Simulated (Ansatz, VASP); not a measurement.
# One calculation of BeTe, two programs

```
CELL_PARAMETERS angstrom
0.00000 2.78834 2.78834
2.78834 0.00000 2.78834
2.78834 2.78834 0.00000
ATOMIC_POSITIONS crystal
Te 0.75000 0.75000 0.75000
Be 0.00000 0.00000 0.00000
```

Alike in both runs: task single point; functional B3LYP; k mesh 4 × 4 × 4; occupations fermi-dirac, width 0.05 eV; no spin polarisation.

|  | VASP | Ansatz |
| --- | --- | --- |
| version | VASP 6.6.1 | Ansatz 0.2.0 |
| potentials or method | VASP PAW PBE potentials, release 64 (Te, Be) | Ansatz PAW |
| plane-wave cutoff (eV) | 520 | 420 |
| valence electrons in the cell | 8 | 18 |

|  | VASP | Ansatz | Ansatz less VASP |
| --- | --- | --- | --- |
| gap on the k mesh at the Fermi level (eV) | 3.28 | 3.28 | -0.009 |
| least direct gap on the mesh (eV) | 4.99 | 4.96 | -0.024 |
| pressure (GPa) | 4.7 | 4.7 | -0.03 |

VASP's potentials were made for PBE, not for B3LYP. VASP's potentials hold 8 valence electrons a cell and Ansatz's 18, so a difference there can come from the potentials and not from the codes.

The k mesh is coarse, so the values compare programs but aren't converged. Neither program's run includes spin-orbit coupling.
